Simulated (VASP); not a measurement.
Input of a VASP 6.6.1 run:

The input INCAR:

```
ALGO = Normal
EDIFF = 1E-6
EDIFFG = -0.04
ENCUT = 600
GGA = PE
IBRION = 2
ISIF = 3
ISMEAR = 0
LASPH = True
LCHARG = False
LREAL = False
LWAVE = False
NELM = 100
NSW = 90
PREC = Accurate
SIGMA = 0.1
```

File KPOINTS:

```
k-points
0
Gamma
  4 4 6
```

POSCAR

```
Cd4Se
1.0
    6.2231081000      0.0000000000      0.0000000000
    0.0000000000      6.2231081000      0.0000000000
    0.0000000000      0.0000000000      3.7129187700
Cd Se
4 1
Direct
    0.7845576200      0.7845576200      0.0000000000
    0.2154423800      0.2154423800      0.0000000000
    0.2154423800      0.7845576200      0.0000000000
    0.7845576200      0.2154423800      0.0000000000
    0.0000000000      0.0000000000      0.5000000000
```

Potentials or basis: VASP PAW PBE potentials, release 64 (Cd, Se).

Command:

```sh
$ cat potpaw_PBE.64/Cd/POTCAR potpaw_PBE.64/Se/POTCAR > POTCAR
$ mpirun -np 1 vasp_std > vasp.out
```

Estimate the relaxed volume.

28.72 Å³/atom.

Predict the band gap on the k mesh.

zero (bands 27 and 28 overlap by 0.55 eV).

Step by step:
| step | energy change (eV) | largest force (eV/Å) | pressure (GPa) | volume (Å³) |
| --- | --- | --- | --- | --- |
| 1 | 0.0000 | 4.2466 | 11.95 | 143.79 |
| 2 | -2.2221 | 0.5039 | -2.85 | 193.17 |
| 3 | -2.2632 | 0.8173 | -1.79 | 182.68 |
| 4 | -2.2655 | 0.7692 | -1.96 | 184.07 |
| 5 | -2.5575 | 0.8071 | -1.88 | 175.13 |
| 6 | -3.1914 | 0.4760 | -0.08 | 149.61 |
| 7 | -3.1465 | 0.0438 | 2.22 | 140.55 |
| 8 | -3.2063 | 0.3487 | 0.49 | 146.63 |
| 9 | -3.2064 | 0.3084 | 0.67 | 145.86 |
| 10 | -3.2502 | 0.0173 | 0.13 | 147.47 |
| 11 | -3.2525 | 0.1162 | 0.02 | 147.97 |
| 12 | -3.2801 | 0.0276 | -0.40 | 148.49 |
| 13 | -3.2860 | 0.0271 | -0.66 | 148.77 |
| 14 | -3.2976 | 0.0669 | 0.05 | 143.93 |
| 15 | -3.2976 | 0.0676 | 0.08 | 143.84 |
| 16 | -3.2991 | 0.0225 | 0.06 | 143.61 |

Caveat: semilocal functionals underestimate gaps, so a narrow gap can read as zero.
